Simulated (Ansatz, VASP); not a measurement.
# Two plane-wave programs on SiC

```
Si C
1.0
     0.00000    2.23922    2.17400
     2.23922    0.00000    2.17400
     2.23922    2.23922    0.00000
Si C
1 1
Direct
  0.00000 0.00000 0.00000
  0.75000 0.75000 0.75000
```

Change from the starting cell: strain +0.030 along x and y, +0.000 along z, atoms carried along.

Alike in both runs: task single point; functional r2SCAN; k mesh 12 × 12 × 12; occupations gaussian, width 0.05 eV; no spin polarisation.

|  | VASP | Ansatz |
| --- | --- | --- |
| version | VASP 6.6.1 | Ansatz 0.2.0 |
| potentials or method | VASP PAW PBE potentials, release 64 (Si, C), cutoff 520 eV | scalar-relativistic, plane waves, PAW |
| valence electrons in the cell | 8 | 8 |

Ansatz gave:

- gap on the k mesh at the Fermi level (eV): 1.44
- least direct gap on the mesh (eV): 4.94
- pressure (GPa): -11.0
- traceless stress, the component that is largest in VASP (GPa): 5.12

**Question.** Estimate VASP's values.

**Answer.** gap on the k mesh at the Fermi level (eV): 1.45; least direct gap on the mesh (eV): 4.95; pressure (GPa): -11.1; traceless stress, the component that is largest in VASP (GPa): 5.14.

VASP's potentials were made for PBE, not for r2SCAN. With one functional, cell and mesh, what is left measures potentials, basis and numerics.
